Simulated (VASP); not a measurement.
# B5Pt (P-62m) in VASP: a series of runs

B5Pt is run at these levels: PBE; tasks: single point.

All numbers are computed with VASP 6.6.1; they aren't measurements. Logs are shortened: lines on timing, memory, paths and dates and some standing lists are left out, and cuts for length are marked.

## Step 1: The cell of the first run

The structure is hexagonal, space group P-62m (No. 189). The conventional cell has a = 5.141 Å, b = 5.141 Å, c = 2.347 Å, α = 90.00°, β = 90.00°, γ = 120.00°. Within 2.6 Å of B (site symmetry -6) lie 8 B at 2.00 to 2.35 Å. Within 2.6 Å of B (site symmetry m2m) lie 6 B at 2.00 to 2.35 Å and 2 Pt at 2.26 Å. Pt (site symmetry -62m) has 12 B at 2.26 to 2.97 Å and 2 Pt at 2.35 Å within 3.0 Å.

## Step 2: Single point, PBE

The input, INCAR:

```
PREC     = Accurate       # precision mode
ENCUT    = 570            # plane-wave cutoff, eV
EDIFF    = 1E-6           # SCF threshold, eV
ISMEAR   = 0              # smearing method
SIGMA    = 0.1            # smearing width, eV
LREAL    = False          # projectors in reciprocal space
LASPH    = True           # aspherical terms in the spheres
NELM     = 120            # most SCF steps
ALGO     = Normal         # electronic algorithm
ISIF     = 2              # what is computed and relaxed
LWAVE    = False          # write WAVECAR
LCHARG   = False          # write CHGCAR
GGA      = PE             # functional
NBANDS   = 26             # bands
GGA_COMPAT= False
```

The input, KPOINTS:

```
Automatic mesh
0
Gamma
  12 12 16
```

The input, POSCAR:

```
B5Pt
1.0
    5.1410958864      0.0000000000      0.0000000000
   -2.5705479432      4.4523196409      0.0000000000
    0.0000000000      0.0000000000      2.3466697711
B Pt
5 1
Direct
    0.6666666667      0.3333333333      0.5000000000
    0.3754906520      0.0000000000      0.0000000000
    0.6245093480      0.6245093480      0.0000000000
    0.0000000000      0.3754906520      0.0000000000
    0.3333333333      0.6666666667      0.5000000000
    0.0000000000      0.0000000000      0.5000000000
```

Potentials or basis: VASP PAW PBE potentials, release 64 (B, Pt_sv_GW).

Launch:

```console
cat potpaw_PBE.64/B/POTCAR potpaw_PBE.64/Pt_sv_GW/POTCAR > POTCAR
mpirun -np 1 vasp_std > vasp.out
```

OUTCAR:

```text
PREC = Accurate
   ENCUT = 570
   EDIFF = 1E-6
   ISMEAR = 0
   LREAL = False
   LASPH = True
   NELM = 120
   ISIF = 2
   GGA = PE

 ion  position               nearest neighbor table
   1  0.667  0.333  0.500-   4 2.00   4 2.00   2 2.00   2 2.00   3 2.00   3 2.00
   2  0.375  0.000  0.000-   5 2.00   5 2.00   1 2.00   1 2.00   6 2.26   6 2.26
   3  0.625  0.625  0.000-   1 2.00   1 2.00   5 2.00   5 2.00   6 2.26   6 2.26
   4  0.000  0.375  0.000-   1 2.00   1 2.00   5 2.00   5 2.00   6 2.26   6 2.26
   5  0.333  0.667  0.500-   2 2.00   2 2.00   4 2.00   4 2.00   3 2.00   3 2.00
   6  0.000  0.000  0.500-   3 2.26   4 2.26   3 2.26   4 2.26   2 2.26   2 2.26

  LATTYP: Found a hexagonal cell.
 ALAT       =     5.1410958864
 C/A-ratio  =     0.4564532199

  Lattice vectors:

 A1 = (   5.1410958864,   0.0000000000,   0.0000000000)
 A2 = (  -2.5705479432,   4.4523196409,   0.0000000000)
 A3 = (   0.0000000000,   0.0000000000,   2.3466697711)

Analysis of symmetry for initial positions (statically):
=====================================================================
 Subroutine PRICEL returns:
 Original cell was already a primitive cell.

 Routine SETGRP: Setting up the symmetry group for a
 hexagonal supercell.

 Subroutine GETGRP returns: Found 12 space group operations
 (whereof 12 operations were pure point group operations)
 out of a pool of 24 trial point group operations.

The static configuration has the point symmetry D_3h.

Analysis of symmetry for dynamics (positions and initial velocities):
=====================================================================
 Subroutine PRICEL returns:
 Original cell was already a primitive cell.

 Routine SETGRP: Setting up the symmetry group for a
 hexagonal supercell.

 Subroutine GETGRP returns: Found 12 space group operations
 (whereof 12 operations were pure point group operations)
 out of a pool of 24 trial point group operations.

The dynamic configuration has the point symmetry D_3h.

 Subroutine INISYM returns: Found 12 space group operations
 (whereof 12 operations are pure point group operations),
 and found     1 'primitive' translations

----------------------------------------------------------------------------------------

                                     Primitive cell

  volume of cell :      53.7148

  direct lattice vectors                    reciprocal lattice vectors
     5.141095886  0.000000000  0.000000000     0.194511058  0.112301012  0.000000000
    -2.570547943  4.452319641  0.000000000     0.000000000  0.224602023  0.000000000
     0.000000000  0.000000000  2.346669771     0.000000000  0.000000000  0.426135800

  length of vectors
     5.141095886  5.141095886  2.346669771     0.224602023  0.224602023  0.426135800

  position of ions in fractional coordinates (direct lattice)
     0.666666667  0.333333333  0.500000000
     0.375490652  0.000000000  0.000000000
     0.624509348  0.624509348  0.000000000
     0.000000000  0.375490652  0.000000000
     0.333333333  0.666666667  0.500000000
     0.000000000  0.000000000  0.500000000

  ion indices of the primitive-cell ions
   primitive index   ion index
                 1           1
                 2           2
                 3           3
                 4           4
                 5           5
                 6           6

----------------------------------------------------------------------------------------

 KPOINTS: Automatic mesh

Automatic generation of k-mesh.
 Grid dimensions read from file:
 generate k-points for:   12   12   16

 Generating k-lattice:

  Cartesian coordinates                     Fractional coordinates (reciprocal lattice)
     0.016209255  0.009358418  0.000000000     0.083333333  0.000000000  0.000000000
     0.000000000  0.018716835  0.000000000     0.000000000  0.083333333  0.000000000
     0.000000000  0.000000000  0.026633487     0.000000000  0.000000000  0.062500000

  Length of vectors
     0.018716835  0.018716835  0.026633487

  Shift w.r.t. Gamma in fractional coordinates (k-lattice)
     0.000000000  0.000000000  0.000000000

 Subroutine IBZKPT returns following result:
 ===========================================

 Found    171 irreducible k-points:

 Following reciprocal coordinates:
            Coordinates               Weight
  0.000000  0.000000  0.000000      1.000000
  0.083333  0.000000  0.000000      6.000000
  0.166667  0.000000  0.000000      6.000000
  0.250000  0.000000  0.000000      6.000000
  0.333333  0.000000  0.000000      6.000000
  0.416667  0.000000  0.000000      6.000000
[... 16 lines left out ...]
  0.250000  0.000000  0.062500     12.000000
  0.333333  0.000000  0.062500     12.000000
 [... further k-points ...]
   k-points           NKPTS =    171   k-points in BZ     NKDIM =    171   number of bands    NBANDS=     26
   number of dos      NEDOS =    301   number of ions     NIONS =      6
   total plane-waves  NPLWV =  28800
   dimension x,y,z NGX =    40 NGY =   40 NGZ =   18
   dimension x,y,z NGXF=    80 NGYF=   80 NGZF=   36
   ions per type =               5   1
   NGX,Y,Z   is equivalent  to a cutoff of  12.93, 12.93, 12.75 a.u.
   NGXF,Y,Z  is equivalent  to a cutoff of  25.87, 25.87, 25.50 a.u.
 SYSTEM =  unknown system
   PREC   = accura    normal or accurate (medium, high low for compatibility)
   ISTART =      0    job   : 0-new  1-cont  2-samecut
   ICHARG =      2    charge: 1-file 2-atom 10-const
   ISPIN  =      1    spin polarized calculation?
   LNONCOLLINEAR =      F non collinear calculations
   LSORBIT =      F    spin-orbit coupling
   LASPH  =      T    aspherical Exc in radial PAW
   ENCUT  =  570.0 eV  41.89 Ry    6.47 a.u.  10.01 10.01  4.57*2*pi/ulx,y,z
   NELM   =    120;   NELMIN=  2; NELMDL= -5     # of ELM steps
   EDIFF  = 0.1E-05   stopping-criterion for ELM
   LREAL  =      F    real-space projection
   EDIFFG = 0.1E-04   stopping-criterion for IOM
   NSW    =      0    number of steps for IOM
   IBRION =     -1    ionic relax: 0-MD 1-quasi-New 2-CG
   NFREE  =      0    steps in history (QN), initial steepest desc. (CG)
   ISIF   =      2    stress and relaxation
   ISYM   =      2    0-nonsym 1-usesym 2-fastsym
   POTIM  = 0.5000    time-step for ionic-motion
   TEBEG  =    0.0;   TEEND  =   0.0 temperature during run
   PSTRESS=    0.0 pullay stress
   NELECT =      33.0000    total number of electrons
   NUPDOWN=      -1.0000    fix difference up-down
   EMIN   =  10.00;   EMAX   =-10.00  energy-range for DOS
   EFERMI =   0.00;   METHOD = LEGACY
   ISMEAR =     0;   SIGMA  =   0.10  broadening in eV -4-tet -1-fermi 0-gaus
   EFERMI_NEDOS =   21; number of points for ismear=-14 and -15
   IALGO  =     38    algorithm
   IMIX   =      4    mixing-type and parameters
     AMIX     =   0.40;   BMIX     =  1.00
     AMIX_MAG =   1.60;   BMIX_MAG =  1.00
  volume/ion in A,a.u.               =       8.95        60.41
  Fermi-wavevector in a.u.,A,eV,Ry     =   1.391708  2.629947 26.352462  1.936851
  Thomas-Fermi vector in A             =   2.515521
   LORBIT       =      0    0 simple, 1 ext, 2 COOP (PROOUT), +10 PAW based schemes
   GGA     = PE    functional components
   LHFCALC =     F    Hartree Fock is set to
   AEXX    =    0.0000 exact exchange contribution
   IVDW    =     0    specifies the selected vdW correction
   LEPSILON=     F    determine dielectric tensor
   LRPA    =     F    only Hartree local field effects (RPA)
 non-spin polarized calculation
 Gauss-broadening in eV      SIGMA  =   0.10
  energy-cutoff  :      570.00
  volume of cell :       53.71
 maximum number of plane-waves:      1692
   NGX = 21   NGY = 21   NGZ =  9

 number of electron      33.0000001 magnetization

 Free energy of the ion-electron system (eV)
  ---------------------------------------------------
  ext. energy  EPLUGINS =         0.00000000
  ---------------------------------------------------
  free energy    TOTEN  =       -32.92903826 eV

  energy without entropy =      -32.91646865  energy(sigma->0) =      -32.92275345

 E-fermi :   7.9900     XC(G=0): -12.3483

 val. band max:        7.9864974282   @ k =   0.2500   0.1667   0.4375
 cond. band min:       7.9959146729   @ k =   0.2500   0.0833   0.1875
 fundamental gap:      0.0094172447
 Fermi energy:         7.9900370484

 k-point     1 :       0.0000    0.0000    0.0000
  band No.  band energies     occupation
      1     -91.6815      2.00000
      2     -45.8004      2.00000
      3     -45.8004      2.00000
      4     -45.4211      2.00000
      5      -6.6680      2.00000
      6      -1.7541      2.00000
[... 18 lines left out ...]
     25      16.6136      0.00000
     26      17.4307      0.00000

 k-point     2 :       0.0833    0.0000    0.0000
  band No.  band energies     occupation
      1     -91.6818      2.00000
      2     -45.8007      2.00000
      3     -45.8006      2.00000
      4     -45.4214      2.00000
      5      -6.6225      2.00000
      6      -2.3540      2.00000
[... 18 lines left out ...]
     25      16.8875      0.00000
     26      17.4763      0.00000

 k-point     3 :       0.1667    0.0000    0.0000
  band No.  band energies     occupation
      1     -91.6819      2.00000
      2     -45.8009      2.00000
      3     -45.8007      2.00000
      4     -45.4214      2.00000
      5      -6.4872      2.00000
      6      -2.9393      2.00000
[... 18 lines left out ...]
     25      17.4699      0.00000
     26      17.5082      0.00000

 k-point     4 :       0.2500    0.0000    0.0000
  band No.  band energies     occupation
      1     -91.6822      2.00000
      2     -45.8011      2.00000
      3     -45.8009      2.00000
      4     -45.4216      2.00000
      5      -6.2652      2.00000
      6      -3.5052      2.00000
[... 18 lines left out ...]
     25      17.6652      0.00000
     26      18.2308      0.00000

 k-point     5 :       0.3333    0.0000    0.0000
  band No.  band energies     occupation
      1     -91.6822      2.00000
      2     -45.8012      2.00000
      3     -45.8009      2.00000
      4     -45.4215      2.00000
      5      -5.9634      2.00000
      6      -4.0534      2.00000
[... 18 lines left out ...]
     25      18.1727      0.00000
     26      18.5484      0.00000

 k-point     6 :       0.4167    0.0000    0.0000
  band No.  band energies     occupation
      1     -91.6821      2.00000
      2     -45.8012      2.00000
      3     -45.8007      2.00000
      4     -45.4214      2.00000
      5      -5.5983      2.00000
      6      -4.5687      2.00000
[... 427 lines left out ...]
 k-point    21 :       0.0833    0.0000    0.0625
  band No.  band energies     occupation
      1     -91.6778      2.00000
      2     -45.7950      2.00000
      3     -45.7949      2.00000
      4     -45.4759      2.00000
      5      -6.5282      2.00000
      6      -2.2774      2.00000
[... 18 lines left out ...]
     25      16.9327      0.00000
     26      17.5200      0.00000

 k-point    22 :       0.1667    0.0000    0.0625
  band No.  band energies     occupation
      1     -91.6780      2.00000
      2     -45.7952      2.00000
      3     -45.7951      2.00000
      4     -45.4759      2.00000
      5      -6.3935      2.00000
      6      -2.8605      2.00000
[... 18 lines left out ...]
     25      17.5128      0.00000
     26      17.5704      0.00000

 k-point    23 :       0.2500    0.0000    0.0625
  band No.  band energies     occupation
      1     -91.6780      2.00000
      2     -45.7952      2.00000
      3     -45.7951      2.00000
      4     -45.4759      2.00000
      5      -6.1728      2.00000
      6      -3.4238      2.00000
[... 18 lines left out ...]
     25      17.3080      0.00000
     26      18.2359      0.00000

 k-point    24 :       0.3333    0.0000    0.0625
  band No.  band energies     occupation
      1     -91.6781      2.00000
      2     -45.7954      2.00000
      3     -45.7951      2.00000
      4     -45.4759      2.00000
      5      -5.8729      2.00000
      6      -3.9684      2.00000
[... 18 lines left out ...]
     25      17.6452      0.00000
     26      18.5761      0.00000

 [... further k-points ...]
[... 5 lines left out ...]
  --------------------------------------------------------------------------------------
  -------------------------------------------------------------------------------------
  Total       -0.1476248     -0.1476248     -0.1631043      0.0000000     -0.0000000      0.0000000
  in kB       -4.4032759     -4.4032759     -4.8649916      0.0000000     -0.0000000      0.0000000
  external PRESSURE =      -4.5571811 kB  Pullay stress =       0.0000000 kB

 VOLUME and BASIS-vectors are now :
 -----------------------------------------------------------------------------
  energy-cutoff  :      570.00
  volume of cell :       53.71
      direct lattice vectors                 reciprocal lattice vectors
     5.141095886  0.000000000  0.000000000     0.194511058  0.112301012  0.000000000
    -2.570547943  4.452319641  0.000000000     0.000000000  0.224602023  0.000000000
     0.000000000  0.000000000  2.346669771     0.000000000  0.000000000  0.426135800

 POSITION                                       TOTAL-FORCE (eV/Angst)
 -----------------------------------------------------------------------------------
      2.57055      1.48411      1.17333         0.000000     -0.000000      0.000000
      1.93043      0.00000      0.00000         0.003903     -0.000000      0.000000
      1.60533      2.78052      0.00000        -0.001952     -0.003380      0.000000
     -0.96522      1.67180      0.00000        -0.001952      0.003380      0.000000
     -0.00000      2.96821      1.17333         0.000000     -0.000000      0.000000
      0.00000      0.00000      1.17333         0.000000     -0.000000      0.000000
 -----------------------------------------------------------------------------------
    total drift:                               -0.000000     -0.000000      0.000000

  FREE ENERGIE OF THE ION-ELECTRON SYSTEM (eV)
  ---------------------------------------------------
  free  energy   TOTEN  =       -32.9290382569 eV

  energy  without entropy=      -32.9164686476  energy(sigma->0) =      -32.92275345
```

Run time: 2.8 min. Hardware: 1 thread of Intel Xeon Platinum 8259CL at 2.50GHz (Skylake/Cascade Lake), shared host; peak memory 0.37 GiB.

Results:

```yaml
Free_energy: -32.9290 eV
Pressure: -0.5 GPa
Largest_force: 0.004 eV/Å
Band_gap_on_the_k_mesh: zero (an odd number of electrons rules out a gap without spin polarisation)
```

Forces on the atoms (eV/Å):
```
B    0.000  0.000  0.000
B    0.004  0.000  0.000
B   -0.002 -0.003  0.000
B   -0.002  0.003  0.000
B    0.000  0.000  0.000
Pt   0.000  0.000  0.000
```

Caveat: spin-orbit coupling is left out, which moves the levels of the heavy elements; an odd number of electrons without spin polarisation forces a metal; a magnetic or distorted state may lie lower.

## Step 3: Single point, PBE

This run uses another cell than the first one, of 8.81 Å³/atom.

The input, INCAR:

```
PREC = Accurate
ENCUT = 570
EDIFF = 1E-6
ISMEAR = 0
SIGMA = 0.1
LREAL = F
LASPH = T
NELM = 120
ALGO = Normal
ISIF = 2
LWAVE = F
LCHARG = T
GGA = PE
LELF = T
LVHAR = T
NBANDS = 26
GGA_COMPAT = F
```

The input, KPOINTS:

```
regular mesh
0
Gamma
  6 6 4
```

The input, POSCAR:

```
B5Pt
1.0
    5.0538429469     -0.0000000033      0.0000000000
   -2.5269214706      4.3767563804      0.0000000000
    0.0000000000      0.0000000000      2.3885852617
B Pt
5 1
Direct
    0.6666666667      0.3333333333      0.5000000000
    0.3760136556      0.0000000000      0.0000000000
    0.6239863444      0.6239863444      0.0000000000
    0.0000000000      0.3760136556      0.0000000000
    0.3333333333      0.6666666667      0.5000000000
    0.0000000000      0.0000000000      0.5000000000
```

Potentials or basis: VASP PAW PBE potentials, release 64 (B, Pt_sv_GW).

Launch:

```console
cat potpaw_PBE.64/B/POTCAR potpaw_PBE.64/Pt_sv_GW/POTCAR > POTCAR
mpirun -np 1 vasp_std > vasp.out
```

It took 69 s on 1 thread of Intel Xeon Platinum 8259CL at 2.50GHz (Skylake/Cascade Lake), shared host; peak memory 0.2 GiB.

It converged, with:

| Quantity | Value |
| --- | --- |
| Free energy | -32.8191 eV |
| Pressure | -0.5 GPa |
| Largest force | 0.020 eV/Å |
| Band gap on the k mesh | zero (an odd number of electrons rules out a gap without spin polarisation) |

Forces on the atoms (eV/Å):
```
B    0.000  0.000  0.000
B    0.020  0.000  0.000
B   -0.010 -0.017  0.000
B   -0.010  0.017  0.000
B    0.000  0.000  0.000
Pt   0.000  0.000  0.000
```

Stress tensor (GPa, compression positive):
```
-0.36  0.00  0.00
 0.00 -0.36  0.00
 0.00  0.00 -0.67
```

Levels at points of the mesh, in eV from the Fermi level:
| k point | band 13 | band 14 | band 15 | band 16 | band 17 | band 18 | band 19 | band 20 |
| --- | --- | --- | --- | --- | --- | --- | --- | --- |
| (0.00, 0.00, 0.00) | -3.30 | -3.30 | -1.76 | -1.76 | 2.28 | 2.28 | 2.98 | 7.28 |
| (0.50, 0.00, 0.00) | -2.51 | -1.85 | -1.78 | -0.95 | -0.92 | 0.60 | 4.26 | 4.82 |
| (0.00, 0.00, 0.50) | -1.55 | -1.55 | -1.46 | -1.46 | -0.98 | -0.56 | 1.05 | 1.05 |
| (0.50, 0.00, 0.50) | -3.71 | -3.11 | -1.24 | -0.61 | 1.12 | 1.74 | 2.02 | 2.48 |

Caveat: the k points lie up to 0.66 Å⁻¹ apart, too coarse for converged energies and pressures of a metal; spin-orbit coupling is left out, which moves the levels of the heavy elements; an odd number of electrons without spin polarisation forces a metal; a magnetic or distorted state may lie lower.
